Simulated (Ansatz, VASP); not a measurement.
One calculation of Zr, two programs

```
CELL_PARAMETERS angstrom
3.25340 0.00000 0.00000
-1.62670 2.81753 0.00000
0.00000 0.00000 5.18109
ATOMIC_POSITIONS crystal
Zr 0.33333 0.66667 0.25000
Zr 0.66667 0.33333 0.75000
```

Change from the starting cell: volume scaled by 1.02, PAW files.

Alike in both runs: task electric field gradients; functional PBE; k mesh 13 × 13 × 7; occupations fermi-dirac, width 0.03 eV; no spin polarisation.

|  | VASP | Ansatz |
| --- | --- | --- |
| version | VASP 6.6.1 | Ansatz 0.2.0 |
| potentials or method | VASP PAW PBE potentials, release 64 (Zr_sv) | PAW with Ansatz's default frozen-core files, scalar-relativistic |
| plane-wave cutoff (eV) | 520 | 420 |
| valence electrons in the cell | 24 | 24 |

Ansatz gave:

- pressure (GPa): -1.4
- traceless stress, the component that is largest in VASP (GPa): 0.49
- size of Vzz on the site where it differs most (V/Å²): 38.5

Problem. What did VASP give for the same quantities?

Solution. Pressure (GPa): -1.3; traceless stress, the component that is largest in VASP (GPa): 0.49; size of Vzz on the site where it differs most (V/Å²): 37.4.
